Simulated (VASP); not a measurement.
Wanted: the native input for a VASP 6.6.1 run.

```yaml
Task: single point
Functional: PBE
Potentials_or_basis: VASP PAW PBE potentials, release 64 (Ce, O)
Cutoff: 520 eV
k_mesh: 11 × 11 × 11
Occupations: fermi-dirac, width 0.0612256 eV
Spin: no spin polarisation
Dipole_correction: no
Further_INCAR_settings: ALGO = Normal; EDIFF = 1e-07; NBANDS = 22
```

The structure of Ce2O (antifluorite type) lies in POSCAR:

```
Ce2O
1.0
    0.0000000000      3.0979401439      3.0979401439
    3.0979401439      0.0000000000      3.0979401439
    3.0979401439      3.0979401439      0.0000000000
Ce O
2 1
Direct
    0.2500000000      0.2500000000      0.2500000000
    0.7500000000      0.7500000000      0.7500000000
    0.0000000000      0.0000000000      0.0000000000
```

The input as run:

INCAR

```
SYSTEM = Ce2O
PREC     = Accurate       ! precision mode
ENCUT    = 520            ! plane-wave cutoff, eV
EDIFF    = 1E-7           ! SCF threshold, eV
ISMEAR   = -1             ! smearing method
SIGMA    = 0.06122561905347299 ! smearing width, eV
LREAL    = .False.        ! projectors in reciprocal space
LASPH    = .True.         ! aspherical terms in the spheres
NELM     = 60             ! most SCF steps
ALGO     = Normal         ! electronic algorithm
ISIF     = 2              ! what is computed and relaxed
LWAVE    = .False.        ! write WAVECAR
LCHARG   = .False.        ! write CHGCAR
GGA      = PE             ! functional
NBANDS   = 22             ! bands
```

KPOINTS

```
Automatic mesh
0
Gamma
  11 11 11
  0 0 0
```

Potentials or basis: VASP PAW PBE potentials, release 64 (Ce, O).

The run is started by

```sh
$ cat potpaw_PBE.64/Ce/POTCAR potpaw_PBE.64/O/POTCAR > POTCAR
$ mpirun -np 1 vasp_std > vasp.out
```

It gave:

```json
{
 "Pressure": "-4.9 GPa",
 "Band gap on the k mesh": "zero (bands 15 and 16 overlap by 0.09 eV)"
}
```

Caveat: the cell stands under tension; spin-orbit coupling is left out, which moves the levels of the heavy elements; the run has no spin polarisation, though such a crystal can be magnetic; semilocal functionals describe open f shells poorly, which spoils levels, moments and volumes.

Run time: 2.3 min on 1 thread of AMD EPYC 7R43 64-Core Processor (Zen 3) (shared host), peak memory 0.22 GiB.
